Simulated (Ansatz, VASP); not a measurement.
Pt4C: VASP beside Ansatz

The input INCAR:

```
ALGO     = Normal         # electronic algorithm
DIPOL    = 0.5 0.5 0.329
EDIFF    = 1E-6           # SCF threshold, eV
ENCUT    = 520            # plane-wave cutoff, eV
GGA      = PS             # functional
GGA_COMPAT= False        
IDIPOL   = 3            
ISIF     = 2              # what is computed and relaxed
ISMEAR   = 0              # smearing method
ISPIN    = 2              # spin polarisation
LASPH    = True           # aspherical terms in the spheres
LCHARG   = False          # write CHGCAR
LDIPOL   = True         
LMAXMIX  = 4              # l up to which the mixer works
LORBIT   = 11             # projections on sites
LREAL    = False          # projectors in reciprocal space
LWAVE    = False          # write WAVECAR
MAGMOM   = 0 0 0 0 2      # initial moments
NBANDS   = 34             # bands
NELM     = 200            # most SCF steps
NELMDL   = -8           
PREC     = Accurate       # precision mode
SIGMA    = 0.1            # smearing width, eV
```

Contents of KPOINTS:

```
k-points
0
Gamma
  10 7 1
```

File POSCAR:

```
Pt4C
1.0
    2.7704032196      0.0000000000      0.0000000000
    0.0000000000      3.9179418064      0.0000000000
    0.0000000000      0.0000000000     21.0969749094
Pt C
4 1
Direct
    0.5000000000      0.5000000000      0.1896006426
    0.0000000000      0.0000000000      0.2552594214
    0.5000000000      0.5000000000      0.3256256435
    0.0000000000      0.0000000000      0.3837979115
    0.0000000000      0.5000000000      0.4913962762
```

Input for Ansatz:

```yaml
crystal:
  lattice:
    - [2.7704032196, 0.0, 0.0]
    - [0.0, 3.9179418064, 0.0]
    - [0.0, 0.0, 21.0969749094]
  atoms:
    - { symbol: Pt, position: [0.5, 0.5, 0.1896006426] }
    - { symbol: Pt, position: [0.0, 0.0, 0.2552594214] }
    - { symbol: Pt, position: [0.5, 0.5, 0.3256256435] }
    - { symbol: Pt, position: [0.0, 0.0, 0.3837979115] }
    - { symbol: C, position: [0.0, 0.5, 0.4913962762], spin: 2.0 }
basis:
  ecutwfc: 420
kpoints:
  mp_grid: { grid: [10, 7, 1] }
hamiltonian:
  xc: pbesol
  pseudopotentials: { kind: paw, azcp: { folder: soft_1 } }
scf:
  occupations: { method: gaussian, width: 0.1 }
output:
  forces: true
  eigenvalues: true
  populations: true
magnetization:
  spin_polarized: true
efield:
  axis: 3
  dipole_correction: true
  ramp_width: 0.04
```

Alike in both runs: task single point; functional PBEsol; k mesh 10 × 7 × 1; occupations gaussian, width 0.1 eV; collinear spin.

|  | VASP | Ansatz |
| --- | --- | --- |
| version | VASP 6.6.1 | Ansatz 0.2.0 |
| potentials or method | VASP PAW PBE potentials, release 64 (Pt, C), cutoff 520 eV | scalar-relativistic, plane waves, PAW |
| valence electrons in the cell | 44 | 76 |

Ansatz gave:

```
gap on the k mesh at the Fermi level (eV)                     : none
rms of the force components (eV/Å)                            : 0.826
net moment per atom (μB)                                      : 0.08
size of the moment on the site where the two differ most (μB) : 0.50
```

What did VASP give for the same quantities?

gap on the k mesh at the Fermi level (eV): none; rms of the force components (eV/Å): 0.822; net moment per atom (μB): 0.08; size of the moment on the site where the two differ most (μB): 0.30.

VASP's potentials were made for PBE, not for PBEsol, and Ansatz warns of the same on its side. Site moments also hang on the region over which each program counts them. Atom by atom the forces differ by 0.009 eV/Å (rms over components). A gap of «none» marks a metal or a gap that the smearing closes. The functional is the same, so the differences come from potentials, cutoffs and numerics. VASP's potentials hold 44 valence electrons a cell and Ansatz's 76, so a difference there can come from the potentials and not from the codes.

Spin-orbit coupling is off throughout.
